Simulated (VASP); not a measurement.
Here is a VASP 6.6.1 calculation.

The input INCAR:

```
SYSTEM = MoS2
PREC = Accurate
ENCUT = 520
EDIFF = 1E-6
ISMEAR = -1
SIGMA = 0.069
LREAL = Auto
LASPH = .TRUE.
NELM = 100
ALGO = Normal
ISIF = 2
LWAVE = .FALSE.
LCHARG = .FALSE.
GGA = PS
NBANDS = 122
```

File KPOINTS:

```
Automatic mesh
0
G
  2 2 2
  0 0 0
```

POSCAR

```
MoS2
1.0
    0.0000000000      5.8647937213      5.8647937213
    5.8647937213      0.0000000000      5.8647937213
    5.8647937213      5.8647937213      0.0000000000
Mo S
8 16
Direct
    0.0086205931     -0.0060234003     -0.0079719769
   -0.0048133833      0.0095311963      0.4983362824
    0.0077449442      0.4960734577     -0.0017406409
   -0.0062449767      0.5035831847      0.4989997328
    0.4979843518      0.0022635920      0.0011719935
    0.4957619378      0.0006742778      0.5041840584
    0.5058435370      0.4979626119     -0.0018883870
    0.5081610951      0.4963410715      0.4965494335
    0.1197389087      0.1199097587      0.1367463270
    0.3571406940      0.3725741439      0.3842678203
    0.1321744697      0.1287090452      0.6229433077
    0.3792169181      0.3698897358      0.8738167519
    0.1149374611      0.6189730914      0.1379914688
    0.3679732148      0.8790965625      0.3812251728
    0.1191589224      0.6312410420      0.6163080360
    0.3697235748      0.8765594741      0.8796784244
    0.6287782103      0.1274393500      0.1215620760
    0.8671080760      0.3777045034      0.3730918944
    0.6206663308      0.1357137246      0.6225521601
    0.8838072141      0.3683382746      0.8759551050
    0.6185883379      0.6327129608      0.1207241096
    0.8759424873      0.8692193182      0.3851245427
    0.6261410332      0.6166767617      0.6296676704
    0.8798238685      0.8740275862      0.8753345376
```

Potentials or basis: VASP PAW PBE potentials, release 64 (Mo_sv, S).

Run with:

```sh
$ cat potpaw_PBE.64/Mo_sv/POTCAR potpaw_PBE.64/S/POTCAR > POTCAR
$ mpirun -np 1 vasp_std > vasp.out
```

Task: What does it give for the largest force?

Result: 0.685 eV/Å.

Task: Predict the band gap on the k mesh.

Result: Zero (band 104 reaches 8.41 eV, above the bottom of band 105 at 7.97 eV).

Task: Estimate the pressure.

Result: -5.0 GPa.

Forces in eV/Å, atoms in the order of the input:
```
Mo   0.046 -0.034 -0.101
Mo   0.062  0.257 -0.155
Mo  -0.230 -0.008  0.151
Mo   0.303  0.061 -0.138
Mo   0.217  0.047 -0.102
Mo  -0.280  0.103  0.178
Mo   0.171  0.121 -0.049
Mo   0.130 -0.415 -0.092
S   -0.189 -0.058  0.217
S   -0.399  0.321  0.455
S    0.063 -0.125 -0.441
S    0.293 -0.449  0.072
S   -0.327 -0.038  0.377
S   -0.007  0.108  0.278
S    0.153  0.208  0.022
S   -0.281  0.065  0.257
S    0.085  0.184 -0.086
S   -0.223 -0.129  0.282
S   -0.134  0.217 -0.349
S    0.295  0.056 -0.276
S   -0.184  0.135 -0.074
S    0.180 -0.336  0.202
S    0.266 -0.253 -0.350
S   -0.009 -0.036 -0.277
```

Caveat: the k points lie up to 0.46 Å⁻¹ apart; the PAW data sets were made with another functional, which shifts forces and pressure a little.
